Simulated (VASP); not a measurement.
## NiGe3: single point with PBE

NiGe3:

```xyz
4
Lattice="4.0247 0.0000 0.0000 0.0000 4.0247 0.0000 0.0000 0.0000 4.0247" Properties=species:S:1:pos:R:3 pbc="T T T"
Ni    2.0123    2.0123    2.0123
Ge    2.0123    0.0000    0.0000
Ge    0.0000    2.0123    0.0000
Ge    0.0000    0.0000    2.0123
```

The cell was generated, and may not be a known phase.

```
Program                : VASP 6.6.1
Task                   : single point
Functional             : PBE
Potentials or basis    : VASP PAW PBE potentials, release 64 (Ni, Ge_d)
Cutoff                 : 520 eV
k mesh                 : 4 × 4 × 4
Occupations            : gaussian, width 0.1 eV
Spin                   : collinear spin, ferromagnetic start
Starting moments       : [2.0, 0.0, 0.0, 0.0] μB
Dipole correction      : no
Further INCAR settings : ALGO = Normal; EDIFF = 1e-06; NBANDS = 38
```

The pressure is 0.1 GPa. The net moment is 0.28 μB per cell. The site moments are Ni +0.16; Ge +0.02 μB. The valence electrons inside the program's atomic spheres are Ni 9.07; Ge 12.24.

Levels at points of the mesh, in eV from the Fermi level:
Spin up:
| k point | band 23 | band 24 | band 25 | band 26 | band 27 | band 28 | band 29 | band 30 |
| --- | --- | --- | --- | --- | --- | --- | --- | --- |
| (0.00, 0.00, 0.00) | -1.51 | -1.51 | -0.86 | -0.86 | 0.27 | 3.41 | 3.41 | 3.41 |
| (0.50, 0.00, 0.00) | -1.40 | -0.50 | -0.50 | -0.15 | -0.15 | 0.33 | 0.69 | 2.03 |
| (0.50, 0.50, 0.00) | -1.31 | -1.29 | 0.03 | 0.07 | 1.14 | 1.14 | 1.94 | 1.94 |
| (0.50, 0.50, 0.50) | -1.25 | -1.25 | -1.08 | -0.91 | -0.91 | -0.91 | 8.13 | 8.13 |
Spin down:
| k point | band 24 | band 25 | band 26 | band 27 | band 28 | band 29 |
| --- | --- | --- | --- | --- | --- | --- |
| (0.00, 0.00, 0.00) | -1.34 | -0.73 | -0.73 | 0.32 | 3.43 | 3.43 |
| (0.50, 0.00, 0.00) | -0.48 | -0.48 | 0.01 | 0.01 | 0.37 | 0.75 |
| (0.50, 0.50, 0.00) | -1.17 | 0.12 | 0.16 | 1.15 | 1.15 | 2.03 |
| (0.50, 0.50, 0.50) | -1.12 | -1.06 | -0.73 | -0.73 | -0.73 | 8.21 |

Wall time 90 s on 1 thread of AMD EPYC 7R13, with other jobs on the host, peak memory 0.17 GiB.

Caveat: the k points lie up to 0.39 Å⁻¹ apart.
